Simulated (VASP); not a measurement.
A run of VASP 6.6.1 is set up as follows.

INCAR

```
  ALGO = Normal
  EDIFF = 1E-6
  ENCUT = 520
  GGA = PE
  ISIF = 2
  ISMEAR = -1
  ISPIN = 2
  IVDW = 12
  LASPH = T
  LCHARG = F
  LMAXMIX = 4
  LORBIT = 11
  LREAL = F
  LWAVE = F
  MAGMOM = 3 0
  NBANDS = 18
  NELM = 150
  PREC = Accurate
  SIGMA = 0.05
```

Contents of KPOINTS:

```
k-points
0
Gamma
  8 8 8
```

Contents of POSCAR:

```
FeO
1.0
    0.0000000000      2.1417430525      2.1417430525
    2.1417430525      0.0000000000      2.1417430525
    2.1417430525      2.1417430525      0.0000000000
Fe O
1 1
Direct
    0.0000000000      0.0000000000      0.0000000000
    0.5000000000      0.5000000000      0.5000000000
```

Potentials or basis: VASP PAW PBE potentials, release 64 (Fe, O).

Launch:

```bash
$ cat potpaw_PBE.64/Fe/POTCAR potpaw_PBE.64/O/POTCAR > POTCAR
$ mpirun -np 1 vasp_std > vasp.out
```

(1) Predict the site moments.

(2) Predict the dispersion energy per atom.

(3) Estimate the pressure.

Results:

(1) Fe +3.62; O +0.30 μB.

(2) -0.203 eV.

(3) 0.2 GPa.

Caveat: a cell with one magnetic atom can't hold antiferromagnetic order, which such compounds often take; semilocal functionals often make such compounds metallic where correlation or magnetic order opens a gap, which also shifts bond lengths; pairwise dispersion overbinds metals, which lowers pressure and volume.

**Measured values to compare with.**

“W\"ustite: Electric, thermodynamic and optical properties of FeO”, 2012, arxiv:1203.1201 quotes, for a bulk crystal of FeO: band gap 2.4 eV (optical).

A measured gap of FeO is 2.4 eV (optical; quoted in “W\"ustite: Electric, thermodynamic and optical properties of FeO”, 2012, arxiv:1203.1201); the calculated 0.00 eV misses it by -2.40 eV. So large a miss can be the level of theory's own, or it may mean another phase, state or a wrong row. The value is that of PBE+D3(BJ) on a finite k mesh, which can miss the band edges, without temperature or zero-point motion. Semilocal functionals fall short of measured gaps as a rule. The run's magnetic order (collinear spin, ferromagnetic start) needn't be the measured crystal's.
